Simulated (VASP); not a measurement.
# Al2O3 (kk07) (R-3c) in VASP: a series of runs

Runs on Al2O3 (kk07). Level: LDA. Tasks: single point.

All numbers are computed with VASP 6.6.1; they aren't measurements. Logs are shortened: lines on timing, memory, paths and dates and some standing lists are left out, and cuts for length are marked.

**Measured values to compare with.**

“Multi-petahertz electron interference in Cr:Al2O3 solid-state material”, 2018, pmc:5906618 quotes, for a bulk crystal of Al2O3: band gap 8.7 eV (optical).

The results are compared with them further down.

### 1 The cell of the first run

Symmetry: R-3c, No. 167, trigonal system. Conventional cell: a = 4.758 Å, b = 4.758 Å, c = 12.990 Å, α = 90.00°, β = 90.00°, γ = 120.00°. Al (site symmetry 3) has 6 O at 1.85 to 1.97 Å within 2.5 Å. Within 2.5 Å of O (site symmetry 2) lie 4 Al at 1.85 to 1.97 Å.

### 2 Single point, LDA

INCAR

```
PREC     = Accurate       # precision mode
ENCUT    = 520            # plane-wave cutoff, eV
EDIFF    = 1E-6           # SCF threshold, eV
ISMEAR   = 0              # smearing method
SIGMA    = 0.1            # smearing width, eV
LREAL    = False          # projectors in reciprocal space
LASPH    = True           # aspherical terms in the spheres
NELM     = 80             # most SCF steps
ALGO     = Normal         # electronic algorithm
ISIF     = 2              # what is computed and relaxed
LWAVE    = False          # write WAVECAR
LCHARG   = False          # write CHGCAR
GGA      = CA             # functional
NBANDS   = 35             # bands
```

KPOINTS

```
Automatic mesh
0
Gamma
  6 6 6
```

POSCAR

```
Al2O3
1.0
    2.3790760000      1.3735601700      4.3299000000
   -2.3790760000      1.3735601700      4.3299000000
    0.0000000000     -2.7471203400      4.3299000000
Al O
4 6
Direct
    0.3522900000      0.3522900000      0.3522900000
    0.1477100000      0.1477100000      0.1477100000
    0.6477100000      0.6477100000      0.6477100000
    0.8522900000      0.8522900000      0.8522900000
    0.5562100000      0.9437900000      0.2500000000
    0.2500000000      0.5562100000      0.9437900000
    0.9437900000      0.2500000000      0.5562100000
    0.4437900000      0.0562100000      0.7500000000
    0.7500000000      0.4437900000      0.0562100000
    0.0562100000      0.7500000000      0.4437900000
```

Potentials or basis: VASP PAW LDA potentials, release 64 (Al, O).

On the command line:

```
cat potpaw_LDA.64/Al/POTCAR potpaw_LDA.64/O/POTCAR > POTCAR
mpirun -np 1 vasp_std > vasp.out
```

OUTCAR:

```text
PREC = Accurate
   ENCUT = 520
   EDIFF = 1E-6
   ISMEAR = 0
   LREAL = False
   LASPH = True
   NELM = 80
   ISIF = 2
   GGA = CA

 ion  position               nearest neighbor table
   1  0.352  0.352  0.352-  10 1.85   8 1.85   9 1.85   5 1.97   6 1.97   7 1.97   2 2.66   3 2.79
                             3 2.79   3 2.79   2 3.22   2 3.22   2 3.22
   2  0.148  0.148  0.148-   9 1.85   8 1.85  10 1.85   5 1.97   7 1.97   6 1.97   1 2.66   4 2.79
                             4 2.79   4 2.79   1 3.22   1 3.22   1 3.22
   3  0.648  0.648  0.648-   7 1.85   5 1.85   6 1.85   8 1.97   9 1.97  10 1.97   4 2.66   1 2.79
                             1 2.79   1 2.79   4 3.22   4 3.22   4 3.22
   4  0.852  0.852  0.852-   6 1.85   5 1.85   7 1.85   8 1.97  10 1.97   9 1.97   3 2.66   2 2.79
                             2 2.79   2 2.79   3 3.22   3 3.22   3 3.22
   5  0.556  0.944  0.250-   3 1.85   4 1.85   1 1.97   2 1.97
   6  0.250  0.556  0.944-   4 1.85   3 1.85   1 1.97   2 1.97
   7  0.944  0.250  0.556-   3 1.85   4 1.85   2 1.97   1 1.97
   8  0.444  0.056  0.750-   1 1.85   2 1.85   3 1.97   4 1.97
   9  0.750  0.444  0.056-   2 1.85   1 1.85   3 1.97   4 1.97
  10  0.056  0.750  0.444-   1 1.85   2 1.85   4 1.97   3 1.97

  LATTYP: Found a trigonal (rhomboedric) cell.
 ALAT       =     5.1278362069
 COS(alpha) =     0.5694948623

  Lattice vectors:

 A1 = (   2.3790760000,   1.3735601700,   4.3299000000)
 A2 = (  -2.3790760000,   1.3735601700,   4.3299000000)
 A3 = (   0.0000000000,  -2.7471203400,   4.3299000000)

Analysis of symmetry for initial positions (statically):
=====================================================================
 Subroutine PRICEL returns:
 Original cell was already a primitive cell.

 Routine SETGRP: Setting up the symmetry group for a
 trigonal (rhombohedral) supercell.

 Subroutine GETGRP returns: Found 12 space group operations
 (whereof  6 operations were pure point group operations)
 out of a pool of 12 trial point group operations.

The static configuration has the point symmetry S_6 .
 The point group associated with its full space group is D_3d.

Analysis of symmetry for dynamics (positions and initial velocities):
=====================================================================
 Subroutine PRICEL returns:
 Original cell was already a primitive cell.

 Routine SETGRP: Setting up the symmetry group for a
 trigonal (rhombohedral) supercell.

 Subroutine GETGRP returns: Found 12 space group operations
 (whereof  6 operations were pure point group operations)
 out of a pool of 12 trial point group operations.

The dynamic configuration has the point symmetry S_6 .
 The point group associated with its full space group is D_3d.

 Subroutine INISYM returns: Found 12 space group operations
 (whereof  6 operations are pure point group operations),
 and found     1 'primitive' translations

----------------------------------------------------------------------------------------

                                     Primitive cell

  volume of cell :      84.8956

  direct lattice vectors                    reciprocal lattice vectors
     2.379076000  1.373560170  4.329900000     0.210165627  0.121339181  0.076984072
    -2.379076000  1.373560170  4.329900000    -0.210165627  0.121339181  0.076984072
     0.000000000 -2.747120340  4.329900000     0.000000000 -0.242678363  0.076984072

  length of vectors
     5.127836207  5.127836207  5.127836208     0.254596416  0.254596416  0.254596416

  position of ions in fractional coordinates (direct lattice)
     0.352290000  0.352290000  0.352290000
     0.147710000  0.147710000  0.147710000
     0.647710000  0.647710000  0.647710000
     0.852290000  0.852290000  0.852290000
     0.556210000  0.943790000  0.250000000
     0.250000000  0.556210000  0.943790000
     0.943790000  0.250000000  0.556210000
     0.443790000  0.056210000  0.750000000
     0.750000000  0.443790000  0.056210000
     0.056210000  0.750000000  0.443790000

  ion indices of the primitive-cell ions
   primitive index   ion index
                 1           1
                 2           2
                 3           3
                 4           4
                 5           5
                 6           6
                 7           7
                 8           8
                 9           9
                10          10

----------------------------------------------------------------------------------------

 KPOINTS: Automatic mesh

Automatic generation of k-mesh.
 Grid dimensions read from file:
 generate k-points for:    6    6    6

 Generating k-lattice:

  Cartesian coordinates                     Fractional coordinates (reciprocal lattice)
     0.035027605  0.020223197  0.012830679     0.166666667  0.000000000  0.000000000
    -0.035027605  0.020223197  0.012830679     0.000000000  0.166666667  0.000000000
     0.000000000 -0.040446394  0.012830679     0.000000000  0.000000000  0.166666667

  Length of vectors
     0.042432736  0.042432736  0.042432736

  Shift w.r.t. Gamma in fractional coordinates (k-lattice)
     0.000000000  0.000000000  0.000000000

 Subroutine IBZKPT returns following result:
 ===========================================

 Found     32 irreducible k-points:

 Following reciprocal coordinates:
            Coordinates               Weight
  0.000000  0.000000  0.000000      1.000000
  0.166667  0.000000  0.000000      6.000000
  0.333333  0.000000  0.000000      6.000000
  0.500000  0.000000 -0.000000      3.000000
  0.166667  0.166667  0.000000      6.000000
  0.333333  0.166667  0.000000     12.000000
[... 16 lines left out ...]
  0.500000  0.500000  0.166667      6.000000
 -0.333333  0.500000  0.166667     12.000000
 [... further k-points ...]
   k-points           NKPTS =     32   k-points in BZ     NKDIM =     32   number of bands    NBANDS=     35
   number of dos      NEDOS =    301   number of ions     NIONS =     10
   total plane-waves  NPLWV =  64000
   dimension x,y,z NGX =    40 NGY =   40 NGZ =   40
   dimension x,y,z NGXF=    80 NGYF=   80 NGZF=   80
   ions per type =               4   6
   NGX,Y,Z   is equivalent  to a cutoff of  12.97, 12.97, 12.97 a.u.
   NGXF,Y,Z  is equivalent  to a cutoff of  25.94, 25.94, 25.94 a.u.
 SYSTEM =  unknown system
   PREC   = accura    normal or accurate (medium, high low for compatibility)
   ISTART =      0    job   : 0-new  1-cont  2-samecut
   ICHARG =      2    charge: 1-file 2-atom 10-const
   ISPIN  =      1    spin polarized calculation?
   LNONCOLLINEAR =      F non collinear calculations
   LSORBIT =      F    spin-orbit coupling
   LASPH  =      T    aspherical Exc in radial PAW
   ENCUT  =  520.0 eV  38.22 Ry    6.18 a.u.   9.53  9.53  9.53*2*pi/ulx,y,z
   NELM   =     80;   NELMIN=  2; NELMDL= -5     # of ELM steps
   EDIFF  = 0.1E-05   stopping-criterion for ELM
   LREAL  =      F    real-space projection
   EDIFFG = 0.1E-04   stopping-criterion for IOM
   NSW    =      0    number of steps for IOM
   IBRION =     -1    ionic relax: 0-MD 1-quasi-New 2-CG
   NFREE  =      0    steps in history (QN), initial steepest desc. (CG)
   ISIF   =      2    stress and relaxation
   ISYM   =      2    0-nonsym 1-usesym 2-fastsym
   POTIM  = 0.5000    time-step for ionic-motion
   TEBEG  =    0.0;   TEEND  =   0.0 temperature during run
   PSTRESS=    0.0 pullay stress
   NELECT =      48.0000    total number of electrons
   NUPDOWN=      -1.0000    fix difference up-down
   EMIN   =  10.00;   EMAX   =-10.00  energy-range for DOS
   EFERMI =   0.00;   METHOD = LEGACY
   ISMEAR =     0;   SIGMA  =   0.10  broadening in eV -4-tet -1-fermi 0-gaus
   EFERMI_NEDOS =   21; number of points for ismear=-14 and -15
   IALGO  =     38    algorithm
   IMIX   =      4    mixing-type and parameters
     AMIX     =   0.40;   BMIX     =  1.00
     AMIX_MAG =   1.60;   BMIX_MAG =  1.00
  volume/ion in A,a.u.               =       8.49        57.29
  Fermi-wavevector in a.u.,A,eV,Ry     =   1.353714  2.558148 24.933236  1.832541
  Thomas-Fermi vector in A             =   2.480946
   LORBIT       =      0    0 simple, 1 ext, 2 COOP (PROOUT), +10 PAW based schemes
   GGA     = CA    functional components
   LHFCALC =     F    Hartree Fock is set to
   AEXX    =    0.0000 exact exchange contribution
   IVDW    =     0    specifies the selected vdW correction
   LEPSILON=     F    determine dielectric tensor
   LRPA    =     F    only Hartree local field effects (RPA)
 non-spin polarized calculation
 Gauss-broadening in eV      SIGMA  =   0.10
  energy-cutoff  :      520.00
  volume of cell :       84.90
 maximum number of plane-waves:      2305
 NGX is ok and might be reduce to    40
   NGX = 19   NGY = 19   NGZ = 19

 number of electron      48.0000014 magnetization

 Free energy of the ion-electron system (eV)
  ---------------------------------------------------
  ext. energy  EPLUGINS =         0.00000000
  ---------------------------------------------------
  free energy    TOTEN  =       -83.08741844 eV

  energy without entropy =      -83.08741844  energy(sigma->0) =      -83.08741844

 E-fermi :   6.3517     XC(G=0): -12.1719

 val. band max:        5.8401739746   @ k =   0.0000   0.0000   0.0000
 cond. band min:      12.0285382616   @ k =   0.0000   0.0000   0.0000
 fundamental gap:      6.1883642870
 Fermi energy:         6.3517165732

 k-point     1 :       0.0000    0.0000    0.0000
  band No.  band energies     occupation
      1     -13.1871      2.00000
      2     -10.7527      2.00000
      3     -10.4547      2.00000
      4     -10.4547      2.00000
      5     -10.1253      2.00000
      6     -10.1253      2.00000
[... 27 lines left out ...]
     34      19.2555      0.00000
     35      20.2441      0.00000

 k-point     2 :       0.1667    0.0000    0.0000
  band No.  band energies     occupation
      1     -13.0390      2.00000
      2     -10.8295      2.00000
      3     -10.5447      2.00000
      4     -10.4851      2.00000
      5     -10.1972      2.00000
      6     -10.1357      2.00000
[... 27 lines left out ...]
     34      18.6253      0.00000
     35      20.0153      0.00000

 k-point     3 :       0.3333    0.0000    0.0000
  band No.  band energies     occupation
      1     -12.6174      2.00000
      2     -11.3155      2.00000
      3     -10.5161      2.00000
      4     -10.4908      2.00000
      5     -10.3488      2.00000
      6     -10.2047      2.00000
[... 27 lines left out ...]
     34      19.1064      0.00000
     35      19.2317      0.00000

 k-point     4 :       0.5000    0.0000   -0.0000
  band No.  band energies     occupation
      1     -11.9952      2.00000
      2     -11.9952      2.00000
      3     -10.4742      2.00000
      4     -10.4742      2.00000
      5     -10.3420      2.00000
      6     -10.3420      2.00000
[... 27 lines left out ...]
     34      18.4147      0.00000
     35      18.7859      0.00000

 k-point     5 :       0.1667    0.1667    0.0000
  band No.  band energies     occupation
      1     -12.9987      2.00000
      2     -10.8392      2.00000
      3     -10.5780      2.00000
      4     -10.4843      2.00000
      5     -10.2659      2.00000
      6     -10.1097      2.00000
[... 638 lines left out ...]
 k-point    22 :      -0.1667    0.3333    0.1667
  band No.  band energies     occupation
      1     -12.2804      2.00000
      2     -11.2979      2.00000
      3     -10.8674      2.00000
      4     -10.7157      2.00000
      5     -10.3538      2.00000
      6     -10.1803      2.00000
[... 27 lines left out ...]
     34      18.9657      0.00000
     35      19.1079      0.00000

 k-point    23 :       0.5000    0.5000    0.1667
  band No.  band energies     occupation
      1     -12.1252      2.00000
      2     -11.3932      2.00000
      3     -11.0235      2.00000
      4     -10.7699      2.00000
      5     -10.3762      2.00000
      6     -10.0776      2.00000
[... 27 lines left out ...]
     34      18.9792      0.00000
     35      19.3566      0.00000

 k-point    24 :      -0.3333    0.5000    0.1667
  band No.  band energies     occupation
      1     -11.8308      2.00000
      2     -11.4396      2.00000
      3     -11.1843      2.00000
      4     -10.9471      2.00000
      5     -10.3233      2.00000
      6     -10.1029      2.00000
[... 27 lines left out ...]
     34      19.0106      0.00000
     35      19.1711      0.00000

 [... further k-points ...]
[... 5 lines left out ...]
  --------------------------------------------------------------------------------------
  -------------------------------------------------------------------------------------
  Total       -2.0960609     -2.0960609     -2.4545853      0.0000000     -0.0000000      0.0000000
  in kB      -39.5575472    -39.5575473    -46.3237370      0.0000000     -0.0000000      0.0000000
  external PRESSURE =     -41.8129438 kB  Pullay stress =       0.0000000 kB

 VOLUME and BASIS-vectors are now :
 -----------------------------------------------------------------------------
  energy-cutoff  :      520.00
  volume of cell :       84.90
      direct lattice vectors                 reciprocal lattice vectors
     2.379076000  1.373560170  4.329900000     0.210165627  0.121339181  0.076984072
    -2.379076000  1.373560170  4.329900000    -0.210165627  0.121339181  0.076984072
     0.000000000 -2.747120340  4.329900000     0.000000000 -0.242678363  0.076984072

 POSITION                                       TOTAL-FORCE (eV/Angst)
 -----------------------------------------------------------------------------------
      0.00000      0.00000      4.57614        -0.000000      0.000000     -0.080217
      0.00000      0.00000      1.91871        -0.000000      0.000000      0.080217
      0.00000      0.00000      8.41356        -0.000000     -0.000000      0.080217
      0.00000      0.00000     11.07099        -0.000000      0.000000     -0.080217
     -0.92208      1.37356      7.57733        -0.075482     -0.000000     -0.000000
     -0.72850     -1.48533      7.57733         0.037741     -0.065369      0.000000
      1.65058      0.11177      7.57733         0.037741      0.065369      0.000000
      0.92208     -1.37356      5.41238         0.075482      0.000000      0.000000
      0.72850      1.48533      5.41238        -0.037741      0.065369      0.000000
     -1.65058     -0.11177      5.41238        -0.037741     -0.065369      0.000000
 -----------------------------------------------------------------------------------
    total drift:                               -0.000000     -0.000000     -0.000000

  FREE ENERGIE OF THE ION-ELECTRON SYSTEM (eV)
  ---------------------------------------------------
  free  energy   TOTEN  =       -83.0874184435 eV

  energy  without entropy=      -83.0874184435  energy(sigma->0) =      -83.08741844
```

Run time: 76 s. Hardware: 1 thread of Intel Xeon Platinum 8375C at 2.90GHz (Ice Lake), shared host; peak memory 0.23 GiB.

What came out:

| Property | Result |
| --- | --- |
| Free energy | -83.0874 eV |
| Pressure | -4.2 GPa |
| Largest force | 0.080 eV/Å |
| Band gap on the k mesh | 6.19 eV, direct |

Forces on the atoms (eV/Å):
```
Al   0.000  0.000 -0.080
Al   0.000  0.000  0.080
Al   0.000  0.000  0.080
Al   0.000  0.000 -0.080
O   -0.075  0.000  0.000
O    0.038 -0.065  0.000
O    0.038  0.065  0.000
O    0.075  0.000  0.000
O   -0.038  0.065  0.000
O   -0.038 -0.065  0.000
```

Levels at points of the mesh, in eV from the valence-band top:
| k point | band 22 | band 23 | band 24 | band 25 | band 26 | band 27 |
| --- | --- | --- | --- | --- | --- | --- |
| (0.00, 0.00, 0.00) | -0.03 | -0.03 | 0.00 | 6.19 | 8.97 | 10.52 |
| (0.50, 0.00, 0.00) | -0.92 | -0.27 | -0.27 | 9.31 | 9.31 | 9.50 |
| (0.50, 0.50, 0.00) | -0.92 | -0.74 | -0.25 | 9.38 | 9.62 | 9.78 |
| (0.50, 0.50, 0.50) | -0.38 | -0.38 | -0.38 | 8.57 | 8.57 | 10.81 |

A k mesh can miss the band edges.

### 3 Single point, LDA

This run uses another cell than the first one, of 8.32 Å³/atom, 0.980 times its volume.

INCAR

```
SYSTEM = Al2O3
PREC     = Accurate       ! precision mode
ENCUT    = 520            ! plane-wave cutoff, eV
EDIFF    = 1E-6           ! SCF threshold, eV
ISMEAR   = 0              ! smearing method
SIGMA    = 0.02           ! smearing width, eV
LREAL    = .False.        ! projectors in reciprocal space
LASPH    = .True.         ! aspherical terms in the spheres
NELM     = 100            ! most SCF steps
ALGO     = Normal         ! electronic algorithm
ISIF     = 2              ! what is computed and relaxed
LWAVE    = .False.        ! write WAVECAR
LCHARG   = .False.        ! write CHGCAR
NBANDS   = 35             ! bands
```

KPOINTS

```
regular mesh
0
Gamma
  9 9 9
  0 0 0
```

POSCAR

```
Al2O3
1.0
    2.3643614340      1.3650647104      4.2965458462
   -2.3643614340      1.3650647104      4.2965458462
    0.0000000000     -2.7301294207      4.2965458462
Al O
4 6
Direct
    0.3519825887      0.3519825887      0.3519825887
    0.1480174113      0.1480174113      0.1480174113
    0.6480174113      0.6480174113      0.6480174113
    0.8519825887      0.8519825887      0.8519825887
    0.5558333258      0.9441666742      0.2500000000
    0.2500000000      0.5558333258      0.9441666742
    0.9441666742      0.2500000000      0.5558333258
    0.4441666742      0.0558333258      0.7500000000
    0.7500000000      0.4441666742      0.0558333258
    0.0558333258      0.7500000000      0.4441666742
```

Potentials or basis: VASP PAW LDA potentials, release 64 (Al, O).

On the command line:

```
cat potpaw_LDA.64/Al/POTCAR potpaw_LDA.64/O/POTCAR > POTCAR
mpirun -np 1 vasp_std > vasp.out
```

Run time: 3.2 min. Hardware: 1 thread of Intel Xeon Platinum 8375C at 2.90GHz (Ice Lake), shared host; peak memory 0.3 GiB.

The run converged. Its results:

| Property | Result |
| --- | --- |
| Free energy | -83.1032 eV |
| Pressure | 0.9 GPa |
| Largest force | 0.004 eV/Å |
| Band gap on the k mesh | 6.45 eV, direct |

Forces on the atoms (eV/Å):
```
Al   0.000  0.000 -0.001
Al   0.000  0.000  0.001
Al   0.000  0.000  0.001
Al   0.000  0.000 -0.001
O   -0.004  0.000  0.000
O    0.002 -0.003  0.000
O    0.002  0.003  0.000
O    0.004  0.000  0.000
O   -0.002  0.003  0.000
O   -0.002 -0.003  0.000
```

Stress tensor (GPa, compression positive):
```
0.97 0.00 0.00
0.00 0.97 0.00
0.00 0.00 0.80
```

Levels at points of the mesh, in eV from the valence-band top:
```tsv
k point	band 21	band 22	band 23	band 24	band 25	band 26	band 27	band 28
(0.00, 0.00, 0.00)	-0.52	-0.04	-0.04	0.00	6.45	9.09	10.80	11.55
```

### 4 How close it comes

Step 3. Measured gap of Al2O3: 8.7 eV (optical; quoted in “Multi-petahertz electron interference in Cr:Al2O3 solid-state material”, 2018, pmc:5906618). This calculation gives 6.45 eV (-2.25 eV). The value is that of LDA on a finite k mesh, which can miss the band edges, without temperature or zero-point motion. Semilocal functionals fall short of measured gaps as a rule.
